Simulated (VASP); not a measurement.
# C (Cm) in VASP: a series of runs

C is run at these levels: PBEsol+D3(BJ); tasks: single point.

All numbers are computed with VASP 6.6.1; they aren't measurements. Logs are shortened: lines on timing, memory, paths and dates and some standing lists are left out, and cuts for length are marked.

## (1) The cell of the first run

Symmetry: Cm, No. 8, monoclinic system. Conventional cell: a = 4.254 Å, b = 2.456 Å, c = 7.173 Å, α = 90.00°, β = 90.00°, γ = 90.00°. Within 1.9 Å of C (site symmetry m) lie 3 C at 1.42 Å. Within 1.9 Å of C (site symmetry m) lie 3 C at 1.42 Å. Within 1.9 Å of C (site symmetry m) lie 3 C at 1.42 Å. C (site symmetry m) has 3 C at 1.42 Å within 1.9 Å.

## (2) Single point, PBEsol+D3(BJ)

File INCAR:

```
PREC = Accurate ; ENCUT = 520
EDIFF = 1E-6 ; ISMEAR = 1
SIGMA = 0.15 ; LREAL = False
LASPH = True ; NELM = 100
ALGO = Normal ; ISIF = 2
LWAVE = False ; LCHARG = True
GGA = PS ; IVDW = 12
LELF = True ; LVHAR = True
NBANDS = 16
```

File KPOINTS:

```
regular mesh
0
Gamma
  10 10 3
```

File POSCAR:

```
C
1.0
    1.2280480000     -2.1270620000      0.0000000000
    1.2280480000      2.1270620000      0.0000000000
    0.0000000000      0.0000000000      7.1732680000
C
4
Direct
    0.0833790000      0.9166210000      0.7531380000
    0.5833790000      0.4166210000      0.2468620000
    0.9166210000      0.0833790000      0.2468620000
    0.4166210000      0.5833790000      0.7461676763
```

Potentials or basis: VASP PAW PBE potentials, release 64 (C).

Launch:

```sh
> cat potpaw_PBE.64/C/POTCAR > POTCAR
> mpirun -np 1 vasp_std > vasp.out
```

OUTCAR:

```text
PREC = Accurate
   ENCUT = 520
   EDIFF = 1E-6
   ISMEAR = 1
   LREAL = False
   LASPH = True
   NELM = 100
   ISIF = 2
   GGA = PS
   IVDW = 12
 IVDW          = 12

 ion  position               nearest neighbor table
   1  0.083  0.917  0.753-   4 1.42   4 1.42   4 1.42
   2  0.583  0.417  0.247-   3 1.42   3 1.42   3 1.42
   3  0.917  0.083  0.247-   2 1.42   2 1.42   2 1.42
   4  0.417  0.583  0.746-   1 1.42   1 1.42   1 1.42

  LATTYP: Found a hexagonal cell.
 ALAT       =     2.4561137274
 C/A-ratio  =     2.9205764863

  Lattice vectors:

 A1 = (   1.2280480000,  -2.1270620000,   0.0000000000)
 A2 = (   1.2280480000,   2.1270620000,   0.0000000000)
 A3 = (   0.0000000000,   0.0000000000,   7.1732680000)

Analysis of symmetry for initial positions (statically):
=====================================================================
 Subroutine PRICEL returns:
 Original cell was already a primitive cell.

 Routine SETGRP: Setting up the symmetry group for a
 hexagonal supercell.

 Subroutine GETGRP returns: Found  2 space group operations
 (whereof  2 operations were pure point group operations)
 out of a pool of 24 trial point group operations.

The static configuration has the point symmetry C_1h.

Analysis of symmetry for dynamics (positions and initial velocities):
=====================================================================
 Subroutine PRICEL returns:
 Original cell was already a primitive cell.

 Routine SETGRP: Setting up the symmetry group for a
 hexagonal supercell.

 Subroutine GETGRP returns: Found  2 space group operations
 (whereof  2 operations were pure point group operations)
 out of a pool of 24 trial point group operations.

The dynamic configuration has the point symmetry C_1h.

 Subroutine INISYM returns: Found  2 space group operations
 (whereof  2 operations are pure point group operations),
 and found     1 'primitive' translations

----------------------------------------------------------------------------------------

                                     Primitive cell

  volume of cell :      37.4751

  direct lattice vectors                    reciprocal lattice vectors
     1.228048000 -2.127062000  0.000000000     0.407150209 -0.235066021  0.000000000
     1.228048000  2.127062000  0.000000000     0.407150209  0.235066021  0.000000000
     0.000000000  0.000000000  7.173268000     0.000000000  0.000000000  0.139406474

  length of vectors
     2.456113727  2.456113727  7.173268000     0.470135435  0.470135435  0.139406474

  position of ions in fractional coordinates (direct lattice)
     0.083379000  0.916621000  0.753138000
     0.583379000  0.416621000  0.246862000
     0.916621000  0.083379000  0.246862000
     0.416621000  0.583379000  0.746167676

  ion indices of the primitive-cell ions
   primitive index   ion index
                 1           1
                 2           2
                 3           3
                 4           4

----------------------------------------------------------------------------------------

 KPOINTS: regular mesh

Automatic generation of k-mesh.
 Grid dimensions read from file:
 generate k-points for:   10   10    3

 Generating k-lattice:

  Cartesian coordinates                     Fractional coordinates (reciprocal lattice)
     0.040715021 -0.023506602  0.000000000     0.100000000  0.000000000  0.000000000
     0.040715021  0.023506602  0.000000000     0.000000000  0.100000000  0.000000000
     0.000000000  0.000000000  0.046468825     0.000000000  0.000000000  0.333333333

  Length of vectors
     0.047013543  0.047013543  0.046468825

  Shift w.r.t. Gamma in fractional coordinates (k-lattice)
     0.000000000  0.000000000  0.000000000

 Subroutine IBZKPT returns following result:
 ===========================================

 Found     86 irreducible k-points:

 Following reciprocal coordinates:
            Coordinates               Weight
  0.000000  0.000000  0.000000      1.000000
  0.100000 -0.000000  0.000000      4.000000
 -0.100000  0.100000  0.000000      2.000000
  0.200000 -0.000000  0.000000      4.000000
 -0.200000  0.200000  0.000000      2.000000
  0.300000 -0.000000  0.000000      4.000000
[... 16 lines left out ...]
  0.200000  0.200000  0.000000      2.000000
 -0.200000  0.400000  0.000000      4.000000
 [... further k-points ...]
   k-points           NKPTS =     86   k-points in BZ     NKDIM =     86   number of bands    NBANDS=     16
   number of dos      NEDOS =    301   number of ions     NIONS =      4
   total plane-waves  NPLWV =  17496
   dimension x,y,z NGX =    18 NGY =   18 NGZ =   54
   dimension x,y,z NGXF=    36 NGYF=   36 NGZF=  108
   ions per type =               4
   NGX,Y,Z   is equivalent  to a cutoff of  12.18, 12.18, 12.51 a.u.
   NGXF,Y,Z  is equivalent  to a cutoff of  24.37, 24.37, 25.03 a.u.
 SYSTEM =  unknown system
   PREC   = accura    normal or accurate (medium, high low for compatibility)
   ISTART =      0    job   : 0-new  1-cont  2-samecut
   ICHARG =      2    charge: 1-file 2-atom 10-const
   ISPIN  =      1    spin polarized calculation?
   LNONCOLLINEAR =      F non collinear calculations
   LSORBIT =      F    spin-orbit coupling
   LASPH  =      T    aspherical Exc in radial PAW
   ENCUT  =  520.0 eV  38.22 Ry    6.18 a.u.   4.57  4.57 13.34*2*pi/ulx,y,z
   NELM   =    100;   NELMIN=  2; NELMDL= -5     # of ELM steps
   EDIFF  = 0.1E-05   stopping-criterion for ELM
   LREAL  =      F    real-space projection
   EDIFFG = 0.1E-04   stopping-criterion for IOM
   NSW    =      0    number of steps for IOM
   IBRION =     -1    ionic relax: 0-MD 1-quasi-New 2-CG
   NFREE  =      0    steps in history (QN), initial steepest desc. (CG)
   ISIF   =      2    stress and relaxation
   ISYM   =      2    0-nonsym 1-usesym 2-fastsym
   POTIM  = 0.5000    time-step for ionic-motion
   TEBEG  =    0.0;   TEEND  =   0.0 temperature during run
   PSTRESS=    0.0 pullay stress
   NELECT =      16.0000    total number of electrons
   NUPDOWN=      -1.0000    fix difference up-down
   EMIN   =  10.00;   EMAX   =-10.00  energy-range for DOS
   EFERMI =   0.00;   METHOD = LEGACY
   ISMEAR =     1;   SIGMA  =   0.15  broadening in eV -4-tet -1-fermi 0-gaus
   EFERMI_NEDOS =   21; number of points for ismear=-14 and -15
   IALGO  =     38    algorithm
   IMIX   =      4    mixing-type and parameters
     AMIX     =   0.40;   BMIX     =  1.00
     AMIX_MAG =   1.60;   BMIX_MAG =  1.00
  volume/ion in A,a.u.               =       9.37        63.22
  Fermi-wavevector in a.u.,A,eV,Ry     =   1.232728  2.329518 20.675667  1.519619
  Thomas-Fermi vector in A             =   2.367487
   LORBIT       =      0    0 simple, 1 ext, 2 COOP (PROOUT), +10 PAW based schemes
   GGA     = PS    functional components
   LHFCALC =     F    Hartree Fock is set to
   AEXX    =    0.0000 exact exchange contribution
   IVDW    =    12    specifies the selected vdW correction
   LEPSILON=     F    determine dielectric tensor
   LRPA    =     F    only Hartree local field effects (RPA)
 non-spin polarized calculation
 Methfessel and Paxton  Order N= 1 SIGMA  =   0.15
  energy-cutoff  :      520.00
  volume of cell :       37.48
 maximum number of plane-waves:      1029
   NGX =  9   NGY =  9   NGZ = 27

 number of electron      15.9999996 magnetization

 Free energy of the ion-electron system (eV)
  ---------------------------------------------------
  ext. energy  EPLUGINS =         0.00000000
  ---------------------------------------------------
  free energy    TOTEN  =       -38.56308711 eV

  energy without entropy =      -38.56337526  energy(sigma->0) =      -38.56318316

 E-fermi :   3.5699     XC(G=0): -10.0967

 val. band max:        3.4621834331   @ k =  -0.3000  -0.4000   0.0000
 cond. band min:       4.7058161646   @ k =   0.3000   0.3000   0.0000
 fundamental gap:      1.2436327315
 Fermi energy:         3.5699001521

 k-point     1 :       0.0000    0.0000    0.0000
  band No.  band energies     occupation
      1     -15.5476      2.00000
      2     -15.3670      2.00000
      3      -4.2895      2.00000
      4      -2.8727      2.00000
      5       1.1129      2.00000
      6       1.1222      2.00000
[... 8 lines left out ...]
     15      15.6084      0.00000
     16      15.7299      0.00000

 k-point     2 :       0.1000   -0.0000    0.0000
  band No.  band energies     occupation
      1     -15.3082      2.00000
      2     -15.1304      2.00000
      3      -3.9981      2.00000
      4      -2.5960      2.00000
      5       0.1955      2.00000
      6       0.2259      2.00000
[... 8 lines left out ...]
     15      14.7892      0.00000
     16      14.9534      0.00000

 k-point     3 :      -0.1000    0.1000    0.0000
  band No.  band energies     occupation
      1     -15.3081      2.00000
      2     -15.1305      2.00000
      3      -3.9985      2.00000
      4      -2.5955      2.00000
      5       0.1895      2.00000
      6       0.2167      2.00000
[... 8 lines left out ...]
     15      14.8444      0.00000
     16      14.8978      0.00000

 k-point     4 :       0.2000   -0.0000    0.0000
  band No.  band energies     occupation
      1     -14.5935      2.00000
      2     -14.4243      2.00000
      3      -3.1343      2.00000
      4      -2.0117      2.00000
      5      -1.9687      2.00000
      6      -1.7670      2.00000
[... 8 lines left out ...]
     15      16.0214      0.00000
     16      16.0329      0.00000
[... 324 lines left out ...]
 k-point    22 :       0.5000    0.4000    0.0000
  band No.  band energies     occupation
      1     -10.7216      2.00000
      2     -10.5918      2.00000
      3      -8.3181      2.00000
      4      -8.2202      2.00000
      5      -3.0106      2.00000
      6      -2.9662      2.00000
[... 8 lines left out ...]
     15      16.5814      0.00000
     16      19.3809      0.00000

 k-point    23 :       0.2000    0.2000    0.0000
  band No.  band energies     occupation
      1     -12.7217      2.00000
      2     -12.5744      2.00000
      3      -4.8189      2.00000
      4      -4.7483      2.00000
      5      -3.4125      2.00000
      6      -3.3599      2.00000
[... 8 lines left out ...]
     15      16.1935      0.00000
     16      16.4332      0.00000

 k-point    24 :      -0.2000    0.4000    0.0000
  band No.  band energies     occupation
      1     -12.7224      2.00000
      2     -12.5741      2.00000
      3      -4.7955      2.00000
      4      -4.7829      2.00000
      5      -3.3899      2.00000
      6      -3.3701      2.00000
[... 8 lines left out ...]
     15      16.2916      0.00000
     16      16.3677      0.00000

 [... further k-points ...]

------------------------ aborting loop because EDIFF is reached ----------------------------------------

 Edisp (eV)   -0.41125

 E8    (eV) :    -0.1996

  FORCE on cell =-STRESS in cart. coord.  units (eV):
  Direction    XX          YY          ZZ          XY          YZ          ZX
  --------------------------------------------------------------------------------------
  -------------------------------------------------------------------------------------
  Total       0.50654     0.45085    -0.42509     0.00000    -0.00077     0.00000
  in kB      21.65605    19.27518   -18.17373     0.00000    -0.03284     0.00000
  external pressure =        7.59 kB  Pullay stress =        0.00 kB

 VOLUME and BASIS-vectors are now :
 -----------------------------------------------------------------------------
  energy-cutoff  :      520.00
  volume of cell :       37.48
      direct lattice vectors                 reciprocal lattice vectors
     1.228048000 -2.127062000  0.000000000     0.407150209 -0.235066021  0.000000000
     1.228048000  2.127062000  0.000000000     0.407150209  0.235066021  0.000000000
     0.000000000  0.000000000  7.173268000     0.000000000  0.000000000  0.139406474

 POSITION                                       TOTAL-FORCE (eV/Angst)
 -----------------------------------------------------------------------------------
      1.22805      1.77236      5.40246         0.000000      0.015968     -0.840503
      1.22805     -0.35470      1.77081         0.000000      0.016106      0.003420
      1.22805     -1.77236      1.77081         0.000000     -0.016141      0.001369
      1.22805      0.35470      5.35246         0.000000     -0.015933      0.835713
 -----------------------------------------------------------------------------------
    total drift:                                0.000000     -0.000003     -0.000077

  FREE ENERGIE OF THE ION-ELECTRON SYSTEM (eV)
  ---------------------------------------------------
  free  energy   TOTEN  =       -38.9743321788 eV

  energy  without entropy=      -38.9746203201  energy(sigma->0) =      -38.97442823
```

Wall time 79 s (1 thread of AMD EPYC 7R13, shared host); peak memory 0.14 GiB.

What came out:

* Free energy: -38.9743 eV
* Pressure: 0.8 GPa
* Largest force: 0.841 eV/Å
* Band gap on the k mesh: 1.24 eV
* Dispersion energy per atom: -0.103 eV

Forces in eV/Å, atoms in the order of the input:
```
C    0.000  0.016 -0.841
C    0.000  0.016  0.003
C    0.000 -0.016  0.001
C    0.000 -0.016  0.836
```

Stress tensor (GPa, compression positive):
```
 2.17  0.00  0.00
 0.00  1.93  0.00
 0.00  0.00 -1.82
```

Levels at points of the mesh, in eV from the valence-band top:
```
           k point  band 5  band 6  band 7  band 8  band 9  band 10  band 11  band 12
(0.00, 0.00, 0.00)   -2.35   -2.34   -2.33   -2.31    4.17     8.98     9.02     9.04
(0.50, 0.00, 0.00)   -5.78   -5.76   -1.80   -1.79    2.38     2.40     8.11     8.12
(0.50, 0.50, 0.00)   -5.78   -5.74   -2.21   -1.23    1.72     2.89     8.00     8.24
```

Caveat: three body term missing; the PAW data sets were made with another functional, which shifts forces and pressure a little.

## (3) Single point, PBEsol+D3(BJ)

File INCAR:

```
ALGO     = Normal         # electronic algorithm
EDIFF    = 1E-6           # SCF threshold, eV
ENCUT    = 520            # plane-wave cutoff, eV
GGA      = PS             # functional
ISIF     = 2              # what is computed and relaxed
ISMEAR   = 1              # smearing method
IVDW     = 12             # dispersion correction
LASPH    = True           # aspherical terms in the spheres
LCHARG   = False          # write CHGCAR
LREAL    = False          # projectors in reciprocal space
LWAVE    = False          # write WAVECAR
NBANDS   = 16             # bands
NELM     = 60             # most SCF steps
PREC     = Accurate       # precision mode
SIGMA    = 0.15           # smearing width, eV
```

File KPOINTS:

```
k-points
0
Gamma
  10 10 3
```

Changes to POSCAR since step 2:

```diff
@@ -11,2 +11,2 @@
     0.9166210000      0.0833790000      0.2468620000
-    0.4166210000      0.5833790000      0.7461676763
+    0.4166210000      0.5833790000      0.7601083237
```

Potentials or basis: VASP PAW PBE potentials, release 64 (C).

Launch:

```sh
> cat potpaw_PBE.64/C/POTCAR > POTCAR
> mpirun -np 1 vasp_std > vasp.out
```

Run time: 70 s. Hardware: 1 thread of AMD EPYC 7R13, shared host; peak memory 0.15 GiB.

It converged, with:

- Free energy: -38.9738 eV
- Pressure: 0.8 GPa
- Largest force: 0.847 eV/Å
- Band gap on the k mesh: 1.24 eV
- Dispersion energy per atom: -0.103 eV

Forces on the atoms (eV/Å):
```
C    0.000  0.016  0.830
C    0.000  0.016  0.007
C    0.000 -0.016  0.010
C    0.000 -0.016 -0.847
```

Stress tensor (GPa, compression positive):
```
 2.17  0.00  0.00
 0.00  1.93  0.00
 0.00  0.00 -1.75
```

Levels at points of the mesh, in eV from the valence-band top:
```csv
k point,band 5,band 6,band 7,band 8,band 9,band 10,band 11,band 12
"(0.00, 0.00, 0.00)",-2.35,-2.34,-2.33,-2.31,4.17,8.98,9.02,9.04
"(0.50, 0.00, 0.00)",-5.78,-5.76,-1.80,-1.80,2.38,2.40,8.11,8.12
"(0.50, 0.50, 0.00)",-5.78,-5.75,-2.22,-1.22,1.71,2.89,7.99,8.24
```

Caveat: three body term missing; the PAW data sets were made with another functional, which shifts forces and pressure a little.

## (4) Single point, PBEsol+D3(BJ)

File INCAR:

```
SYSTEM = C
PREC = Accurate ; ENCUT = 520
EDIFF = 1E-7 ; ISMEAR = 1
SIGMA = 0.15 ; LREAL = .FALSE.
LASPH = .TRUE. ; NELM = 60
ALGO = Normal ; ISIF = 2
LWAVE = .FALSE. ; LCHARG = .FALSE.
GGA = PS ; IVDW = 12
NBANDS = 16
```

File KPOINTS:

```
regular mesh
0
G
  10 10 3
  0 0 0
```

Changes to POSCAR since step 3:

```diff
@@ -11,2 +11,2 @@
     0.9166210000      0.0833790000      0.2468620000
-    0.4166210000      0.5833790000      0.7601083237
+    0.4166210000      0.5833790000      0.7670786474
```

Launch:

```sh
> cat potpaw_PBE.64/C/POTCAR > POTCAR
> mpirun -np 1 vasp_std > vasp.out
```

It took 82 s on 1 thread of AMD EPYC 7R13, shared host; peak memory 0.15 GiB.

It converged, with:

```
Free energy                : -38.9104 eV
Pressure                   : 0.6 GPa
Largest force              : 1.690 eV/Å
Band gap on the k mesh     : 1.22 eV
Dispersion energy per atom : -0.103 eV
```

Forces on the atoms (eV/Å):
```
C    0.000  0.015  1.667
C    0.000  0.016  0.009
C    0.000 -0.016  0.014
C    0.000 -0.015 -1.690
```

Stress tensor (GPa, compression positive):
```
 2.11  0.00  0.00
 0.00  1.86  0.01
 0.00  0.01 -2.27
```

Levels at points of the mesh, in eV from the valence-band top:
```csv
k point,band 4,band 5,band 6,band 7,band 8,band 9,band 10,band 11,band 12,band 13
"(0.00, 0.00, 0.00)",-6.32,-2.35,-2.34,-2.26,-2.25,4.10,8.98,9.01,9.03,9.04
"(0.50, 0.00, 0.00)",-12.60,-5.78,-5.69,-1.80,-1.79,2.33,2.40,8.11,8.13,11.50
"(0.50, 0.50, 0.00)",-12.58,-5.78,-5.69,-2.22,-1.22,1.69,2.87,8.00,8.25,11.41
```

Caveat: three body term missing; the PAW data sets were made with another functional, which shifts forces and pressure a little. A k mesh can miss the band edges.
